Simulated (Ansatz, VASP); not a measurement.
# Mg3Te2O in VASP and in Ansatz

```xyz
6
Lattice="5.9500 0.0000 0.0000 -2.9750 5.1528 0.0000 0.0000 0.0000 4.9770" Properties=species:S:1:pos:R:3 pbc="T T T"
Mg    2.9750    0.0000    0.0000
Mg   -1.4875    2.5764    0.0000
Mg    1.4875    2.5764    0.0000
Te    0.0000    3.4352    2.4335
Te    2.9750    1.7176    2.5435
O     0.0000    0.0000    2.4885
```

Alike in both runs: functional PBE; k mesh 3 × 3 × 2; occupations gaussian, width 0.15 eV; no spin polarisation.

Ansatz relaxed the structure, and its values are those at the end. VASP's run is a single point on that final structure, the one shown.

```csv
,VASP,Ansatz
version,VASP 6.6.1,Ansatz 0.2.0
potentials or method,"VASP PAW PBE potentials, release 64 (Mg, Te, O), cutoff 600 eV","scalar-relativistic, plane waves, PAW"
valence electrons in the cell,24,68
```

```csv
,VASP,Ansatz,Ansatz less VASP
gap on the k mesh at the Fermi level (eV),none,none,-
pressure (GPa),-0.1,0.0,+0.07
rms of the force components (eV/Å),0.013,0.014,+0.0006
```

A gap of «none» marks a metal or a gap that the smearing closes. VASP's potentials hold 24 valence electrons a cell and Ansatz's 68, so a difference there can come from the potentials and not from the codes.

The k mesh is coarse, so the values compare programs but aren't converged. Spin-orbit coupling is off throughout.
